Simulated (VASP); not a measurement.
Input of a VASP 6.6.1 run:

INCAR

```
ALGO     = Normal         # electronic algorithm
EDIFF    = 1E-6           # SCF threshold, eV
ENCUT    = 520            # plane-wave cutoff, eV
GGA      = PE             # functional
ISIF     = 2              # what is computed and relaxed
ISMEAR   = 0              # smearing method
LASPH    = T              # aspherical terms in the spheres
LCHARG   = F              # write CHGCAR
LREAL    = F              # projectors in reciprocal space
LWAVE    = F              # write WAVECAR
NBANDS   = 22             # bands
NELM     = 100            # most SCF steps
PREC     = Accurate       # precision mode
SIGMA    = 0.15           # smearing width, eV
```

Contents of KPOINTS:

```
k-points
0
Gamma
  16 14 10
```

File POSCAR:

```
SiNi
1.0
    3.0552835660      0.0000000000      0.0000000000
    0.0000000000      3.2583147222      0.0000000000
    0.0000000000      0.0000000000      4.7093899546
Si Ni
2 2
Direct
    0.5000000000      0.5000000000      0.8431827244
    0.0000000000      0.0000000000      0.1568172756
    0.4018094414      0.5000000000      0.2786034584
    0.0000000000      0.0000000000      0.6576940233
```

Potentials or basis: VASP PAW PBE potentials, release 64 (Si, Ni).

Run with:

```sh
$ cat potpaw_PBE.64/Si/POTCAR potpaw_PBE.64/Ni/POTCAR > POTCAR
$ mpirun -np 1 vasp_std > vasp.out
```

(1) Estimate the band gap on the k mesh.

(2) Predict the pressure.

(3) Predict the largest force.

Results:

(1) zero (bands 14 and 15 overlap by 2.67 eV).

(2) 12.9 GPa.

(3) 5.080 eV/Å.

Caveat: the cell differs from its parent crystal (atom 3 (Ni) moved by (-0.300, -0.300) A along x and z); the cell stands under pressure; forces of over 1 eV/Å act on the atoms, so gaps and moduli don't describe the material at rest.
